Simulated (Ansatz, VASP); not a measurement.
## Li2H in VASP and in Ansatz

```
Li H
1.0
     1.42206   -2.45332    0.00050
    -3.59360   -2.08409    0.01434
    -0.00611   -0.00985   -5.98809
Li H
4 2
Direct
  0.00086 0.61198 0.10589
  0.50212 0.11111 0.35263
  0.99764 0.61152 0.64736
  0.49923 0.11200 0.89423
  0.00034 0.11018 0.10933
  0.49982 0.60988 0.89055
```

Change from the starting cell: cell x2, atoms moved at random (sigma 0.1 Å) and cell strained at random (1.5 %), then relaxed without symmetry.

Alike in both runs: functional PBE; k mesh 8 × 4 × 4; occupations gaussian, width 0.2 eV; no spin polarisation.

Ansatz relaxed the structure, and its values are those at the end. VASP's run is a single point on that final structure, the one shown.

```csv
,VASP,Ansatz
version,VASP 6.6.1,Ansatz 0.2.0
potentials or method,"VASP PAW PBE potentials, release 64 (Li_sv, H), cutoff 520 eV","scalar-relativistic, plane waves, PAW"
valence electrons in the cell,14,14
```

|  | VASP | Ansatz | Ansatz less VASP |
| --- | --- | --- | --- |
| gap on the k mesh at the Fermi level (eV) | none | none | - |
| rms of the force components (eV/Å) | 0.006 | 0.006 | +0.0002 |

A gap of «none» marks a metal or a gap that the smearing closes.

The k mesh is coarse, so the values compare programs but aren't converged. Noted on VASP's run: the cutoff is under 1.25 times that of the potentials, so the pressure is a little rough.
